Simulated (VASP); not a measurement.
A run of VASP 6.6.1:

File INCAR:

```
SYSTEM = TiC
PREC = Accurate
ENCUT = 600
EDIFF = 1E-6
ISMEAR = 0
SIGMA = 0.2
LREAL = .False.
LASPH = .True.
NELM = 60
ALGO = Normal
ISIF = 3
LWAVE = .False.
LCHARG = .False.
GGA = PE
IBRION = 2
NSW = 80
EDIFFG = -0.001
```

The input KPOINTS:

```
regular mesh
0
Gamma
  16 16 16
  0 0 0
```

The input POSCAR:

```
TiC
1.0
    0.0000000000      2.1593000000      2.1593000000
    2.1593000000      0.0000000000      2.1593000000
    2.1593000000      2.1593000000      0.0000000000
Ti C
1 1
Direct
    0.0000000000      0.0000000000      0.0000000000
    0.5000000000      0.5000000000      0.5000000000
```

Potentials or basis: VASP PAW PBE potentials, release 64 (Ti_sv, C).

Command:

```bash
$ cat potpaw_PBE.64/Ti_sv/POTCAR potpaw_PBE.64/C/POTCAR > POTCAR
$ mpirun -np 1 vasp_std > vasp.out
```

Hardware: 1 thread of AMD EPYC 7R43 64-Core Processor (Zen 3), on a shared host.

How long does it take, and how much memory?

Run time: 71 s on 1 thread of AMD EPYC 7R43 64-Core Processor (Zen 3), on a shared host, peak memory 0.15 GiB. Counts: scf iterations 33, k points 145, ion steps 3.
